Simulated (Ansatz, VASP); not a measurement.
# ZnIr: VASP beside Ansatz

```
Zn Ir
1.0
     2.77718    0.00000    0.00000
    -1.38859    2.40511    0.00000
     0.00000    0.00000    4.16386
Zn Ir
1 1
Cartesian
  1.3886 0.8017 2.0819
  0.0000 0.0000 0.0000
```

Alike in both runs: task single point; functional LDA; k mesh 14 × 14 × 8; occupations fermi-dirac, width 0.03 eV; no spin polarisation.

```csv
,VASP,Ansatz
version,VASP 6.6.1,Ansatz 0.2.0
potentials or method,"VASP PAW LDA potentials, release 64 (Zn, Ir)","PAW with Ansatz's default frozen-core files, scalar-relativistic"
plane-wave cutoff (eV),520,420
valence electrons in the cell,21,29
```

Ansatz gave:

| Quantity | Value |
| --- | --- |
| pressure (GPa) | -9.3 |
| traceless stress, the component that is largest in VASP (GPa) | 0.31 |

Question: Which values does VASP return?

Answer: Pressure (GPa): -7.9; traceless stress, the component that is largest in VASP (GPa): 0.35.

LDA's correlation is that of Perdew and Zunger in VASP and of Perdew and Wang (1992) in Ansatz. VASP's potentials hold 21 valence electrons a cell and Ansatz's 29, so a difference there can come from the potentials and not from the codes.

Neither program's run includes spin-orbit coupling.
